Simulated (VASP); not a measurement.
# InP (F-43m) in VASP: a series of runs, part 2 of 2

VASP 6.6.1.

## 3. Relaxation of cell and atoms, PBEsol

This run uses another cell than the first one, of 26.46 Å³/atom.

INCAR reads:

```
SYSTEM = InP
ALGO = Normal
EDIFF = 1E-6
EDIFFG = -0.005
ENCUT = 600
GGA = PS
IBRION = 2
ISIF = 3
ISMEAR = -1
LASPH = .TRUE.
LCHARG = .FALSE.
LREAL = .FALSE.
LWAVE = .FALSE.
NELM = 60
NSW = 80
PREC = Accurate
SIGMA = 0.02
```

KPOINTS reads:

```
k-points
0
G
  6 6 6
  0 0 0
```

POSCAR reads:

```
InP
1.0
    0.0000000000      2.9800342627      2.9800342627
    2.9800342627      0.0000000000      2.9800342627
    2.9800342627      2.9800342627      0.0000000000
In P
1 1
Direct
    0.0000000000      0.0000000000      0.0000000000
    0.2500000000      0.2500000000      0.2500000000
```

Potentials or basis: VASP PAW PBE potentials, release 64 (In_d, P).

On the command line:

```bash
$ cat potpaw_PBE.64/In_d/POTCAR potpaw_PBE.64/P/POTCAR > POTCAR
$ mpirun -np 1 vasp_std > vasp.out
```

OUTCAR:

```text
SYSTEM = InP
   EDIFF = 1E-6
   EDIFFG = -0.005
   ENCUT = 600
   GGA = PS
   IBRION = 2
   ISIF = 3
   ISMEAR = -1
   LASPH = .TRUE.
   LREAL = .FALSE.
   NELM = 60
   NSW = 80
   PREC = Accurate

 ion  position               nearest neighbor table
   1  0.000  0.000  0.000-   2 2.58   2 2.58   2 2.58   2 2.58
   2  0.250  0.250  0.250-   1 2.58   1 2.58   1 2.58   1 2.58

  LATTYP: Found a face centered cubic cell.
 ALAT       =     5.9600685254

  Lattice vectors:

 A1 = (   0.0000000000,   2.9800342627,   2.9800342627)
 A2 = (   2.9800342627,   0.0000000000,   2.9800342627)
 A3 = (   2.9800342627,   2.9800342627,   0.0000000000)

Analysis of symmetry for initial positions (statically):
=====================================================================
 Subroutine PRICEL returns:
 Original cell was already a primitive cell.

[... 170 lines left out ...]
  in kB      -25.0840927    -25.0840927    -25.0840927      0.0000000     -0.0000000      0.0000000
  external PRESSURE =     -25.0840927 kB  Pullay stress =       0.0000000 kB
[... 59 lines left out ...]
--------------------------------------- Ionic step        3  -------------------------------------------

 number of electron      17.9999998 magnetization

 Free energy of the ion-electron system (eV)
  ---------------------------------------------------
  ext. energy  EPLUGINS =         0.00000000
  ---------------------------------------------------
  free energy    TOTEN  =        -9.14354718 eV

  energy without entropy =       -9.14354717  energy(sigma->0) =       -9.14354717

 E-fermi :   5.2912     XC(G=0):  -9.4362

 val. band max:        4.9987521133   @ k =   0.0000   0.0000   0.0000
 cond. band min:       5.5615303353   @ k =   0.0000   0.0000   0.0000
 fundamental gap:      0.5627782220
 Fermi energy:         5.2911736545

 k-point     1 :       0.0000    0.0000    0.0000
  band No.  band energies     occupation
      1      -9.1408      2.00000
      2      -9.1408      2.00000
      3      -9.1408      2.00000
      4      -8.9911      2.00000
      5      -8.9911      2.00000
      6      -6.4873      2.00000
      7       4.9988      2.00000
      8       4.9988      2.00000
      9       4.9988      2.00000
     10       5.5615      0.00000
     11       9.0098      0.00000
     12       9.0098      0.00000
     13       9.0098      0.00000
[... 267 lines left out ...]
  FREE ENERGIE OF THE ION-ELECTRON SYSTEM (eV)
  ---------------------------------------------------
  free  energy   TOTEN  =        -9.1435471774 eV

  energy  without entropy=       -9.1435471699  energy(sigma->0) =       -9.14354717

 reached required accuracy - stopping structural energy minimisation
```

OSZICAR:

```text
N       E                     dE             d eps       ncg     rms          rms(c)
DAV:   1     0.120240623587E+03    0.12024E+03   -0.93081E+03   416   0.166E+03
DAV:   2    -0.522206613203E+00   -0.12076E+03   -0.11696E+03   431   0.350E+02
DAV:   3    -0.925366724956E+01   -0.87315E+01   -0.86513E+01   536   0.952E+01
[... 24 lines left out ...]
DAV:   3    -0.914378919636E+01    0.90429E-02   -0.28794E-02   536   0.400E+00    0.322E-01
DAV:   4    -0.914376297522E+01    0.26221E-04   -0.12562E-03   436   0.391E-01    0.241E-01
DAV:   5    -0.914357087059E+01    0.19210E-03   -0.14247E-04   516   0.130E-01    0.975E-02
DAV:   6    -0.914354691769E+01    0.23953E-04   -0.57791E-05   614   0.885E-02    0.189E-02
DAV:   7    -0.914354717739E+01   -0.25970E-06   -0.69919E-06   518   0.360E-02
   3 F= -.91435472E+01 E0= -.91435472E+01  d E =-.173340E-01
```

Run time: 67 s. Hardware: 1 thread of Intel Xeon 8259CL, shared host; peak memory 0.22 GiB.

What came out:

| Item | Value |
| --- | --- |
| Free energy | -9.1435 eV |
| Relaxed volume | 25.40 Å³/atom |
| Relaxed cell | a = 4.157 Å, b = 4.157 Å, c = 4.157 Å, α = 60.00°, β = 60.00°, γ = 60.00° |
| Space group after relaxing (to 0.1 Å) | F-43m (No. 216) |
| Energy gained by relaxing | 8.7 meV/atom |
| Ionic steps | 3 |
| Pressure after relaxing | 0.0 GPa |
| Band gap on the k mesh | 0.56 eV |

The path:
| step | energy change (eV) | largest force (eV/Å) | pressure (GPa) | volume (Å³) |
| --- | --- | --- | --- | --- |
| 1 | 0.0000 | 0.0000 | -2.51 | 52.93 |
| 2 | -0.0133 | 0.0000 | 1.38 | 49.82 |
| 3 | -0.0173 | 0.0000 | 0.02 | 50.80 |

Final structure:
```yaml
crystal:
  lattice:
    - [0.00000, 2.93947, 2.93947]
    - [2.93947, 0.00000, 2.93947]
    - [2.93947, 2.93947, 0.00000]
  atoms:
    - { symbol: In, position: [0.00000, 0.00000, 0.00000] }
    - { symbol: P, position: [0.25000, 0.25000, 0.25000] }
```

Levels at points of the mesh, in eV from the valence-band top:
| k point | band 6 | band 7 | band 8 | band 9 | band 10 | band 11 | band 12 | band 13 |
| --- | --- | --- | --- | --- | --- | --- | --- | --- |
| (0.00, 0.00, 0.00) | -11.49 | 0.00 | 0.00 | 0.00 | 0.56 | 4.01 | 4.01 | 4.01 |
| (0.50, 0.00, 0.00) | -9.77 | -5.76 | -0.97 | -0.97 | 1.37 | 4.73 | 4.73 | 6.93 |
| (0.50, 0.50, 0.00) | -9.11 | -5.78 | -2.32 | -2.32 | 1.64 | 2.16 | 9.04 | 9.46 |

Caveat: semilocal functionals underestimate gaps, and a narrow one can read as zero; the PAW data sets were made with another functional, which shifts forces and pressure a little; spin-orbit coupling is left out, which moves the levels of the heavy elements.

## 4. Relaxation of cell and atoms, LDA

This run uses another cell than the first one, of 26.46 Å³/atom.

INCAR reads:

```
SYSTEM = InP
  PREC = Accurate
  ENCUT = 600
  EDIFF = 1E-6
  ISMEAR = -1
  SIGMA = 0.02
  LREAL = .False.
  LASPH = .True.
  NELM = 100
  ALGO = Normal
  ISIF = 3
  LWAVE = .False.
  LCHARG = .False.
  GGA = CA
  IBRION = 2
  NSW = 80
  EDIFFG = -0.005
```

KPOINTS reads:

```
regular mesh
0
Gamma
  6 6 6
  0 0 0
```

POSCAR is that of step 3.

Potentials or basis: VASP PAW LDA potentials, release 64 (In_d, P).

On the command line:

```bash
$ cat potpaw_LDA.64/In_d/POTCAR potpaw_LDA.64/P/POTCAR > POTCAR
$ mpirun -np 1 vasp_std > vasp.out
```

Wall time 86 s (1 thread of Intel Xeon 8259CL, shared host); peak memory 0.19 GiB.

It converged, with:

| Item | Value |
| --- | --- |
| Free energy | -9.6601 eV |
| Relaxed volume | 24.75 Å³/atom |
| Relaxed cell | a = 4.121 Å, b = 4.121 Å, c = 4.121 Å, α = 60.00°, β = 60.00°, γ = 60.00° |
| Space group after relaxing (to 0.1 Å) | F-43m (No. 216) |
| Energy gained by relaxing | 23.3 meV/atom |
| Ionic steps | 6 |
| Pressure after relaxing | 0.0 GPa |
| Band gap on the k mesh | 0.60 eV |

The path:
| step | energy change (eV) | largest force (eV/Å) | pressure (GPa) | volume (Å³) |
| --- | --- | --- | --- | --- |
| 1 | 0.0000 | 0.0000 | -4.12 | 52.93 |
| 2 | -0.0342 | 0.0000 | 2.58 | 47.89 |
| 3 | -0.0467 | 0.0000 | -0.04 | 49.51 |
| 4 | -0.0467 | 0.0000 | 0.10 | 49.44 |
| 5 | -0.0467 | 0.0000 | -0.07 | 49.55 |
| 6 | -0.0467 | 0.0000 | 0.02 | 49.50 |

Final structure:
```cif
data_structure
_symmetry_space_group_name_H-M 'P 1'
_symmetry_Int_Tables_number 1
_cell_length_a 4.1212
_cell_length_b 4.1212
_cell_length_c 4.1212
_cell_angle_alpha 60.000
_cell_angle_beta 60.000
_cell_angle_gamma 60.000
_cell_volume 49.50
loop_
_atom_site_label
_atom_site_type_symbol
_atom_site_fract_x
_atom_site_fract_y
_atom_site_fract_z
_atom_site_occupancy
In1 In 0.00000 0.00000 0.00000 1
P1 P 0.25000 0.25000 0.25000 1
```

Levels at points of the mesh, in eV from the valence-band top:
```tsv
k point	band 7	band 8	band 9	band 10	band 11	band 12
(0.00, 0.00, 0.00)	0.00	0.00	0.00	0.60	3.96	3.96
(0.50, 0.00, 0.00)	-5.92	-1.02	-1.02	1.36	4.70	4.70
(0.50, 0.50, 0.00)	-5.94	-2.42	-2.42	1.56	2.12	9.10
```

Caveat: semilocal functionals underestimate gaps, and a narrow one can read as zero; spin-orbit coupling is left out, which moves the levels of the heavy elements. As with any semilocal functional, this LDA gap is likely too small.

## 5. Overview

| task | level | potentials or basis | cell | k mesh | cutoff (eV) | smearing | gap on the mesh (eV) | pressure (GPa) | relaxed volume (Å³/atom) |
| --- | --- | --- | --- | --- | --- | --- | --- | --- | --- |
| single point | LDA | VASP PAW LDA potentials, release 64 (In_d, P) | a = 4.177 Å, angles 60.0°, 2 atoms | 8 × 8 × 8 | 520 | gaussian 0.01 eV | 0.38 | -2.7 | - |
| relaxation of cell and atoms | PBEsol | VASP PAW PBE potentials, release 64 (In_d, P) | relaxed from a = 4.214 Å, angles 60.0°, 2 atoms | 6 × 6 × 6 | 600 | fermi-dirac 0.02 eV | 0.56 | 0.0 | 25.40 |
| relaxation of cell and atoms | LDA | VASP PAW LDA potentials, release 64 (In_d, P) | relaxed from a = 4.214 Å, angles 60.0°, 2 atoms | 6 × 6 × 6 | 600 | fermi-dirac 0.02 eV | 0.60 | 0.0 | 24.75 |

Alike in all rows: no spin polarisation.

Caveats: semilocal functionals underestimate gaps, and a narrow one can read as zero; spin-orbit coupling is left out, which moves the levels of the heavy elements; the PAW data sets were made with another functional, which shifts forces and pressure a little (at least some runs).

Absolute energies hang on the potentials; compare differences alone.
